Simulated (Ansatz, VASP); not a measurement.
Si in VASP and in Ansatz

```
Si
1.0
     3.84386    0.00000    0.00000
    -1.92193    3.32888    0.00000
     0.00000    0.00000    6.30578
Si
4
Direct
  0.33333 0.66667 0.99946
  0.66667 0.33333 0.49946
  0.33333 0.66667 0.37454
  0.66667 0.33333 0.87454
```

Change from the starting cell: strained cell.

Alike in both runs: functional PBEsol; k mesh 9 × 9 × 6; occupations gaussian, width 0.01 eV; no spin polarisation.

Ansatz relaxed the structure, and its values are those at the end. VASP's run is a single point on that final structure, the one shown.

```csv
,VASP,Ansatz
version,VASP 6.6.1,Ansatz 0.2.0
potentials or method,"VASP PAW PBE potentials, release 64 (Si), cutoff 520 eV","scalar-relativistic, plane waves, PAW"
valence electrons in the cell,16,16
```

|  | VASP | Ansatz | Ansatz less VASP |
| --- | --- | --- | --- |
| gap on the k mesh at the Fermi level (eV) | 0.32 | 0.33 | +0.007 |
| least direct gap on the mesh (eV) | 0.87 | 0.87 | 0.000 |
| pressure (GPa) | -0.5 | -0.6 | -0.11 |

VASP's potentials were made for PBE, not for PBEsol, and Ansatz warns of the same on its side. Ansatz's warnings: stress scf threshold loose.
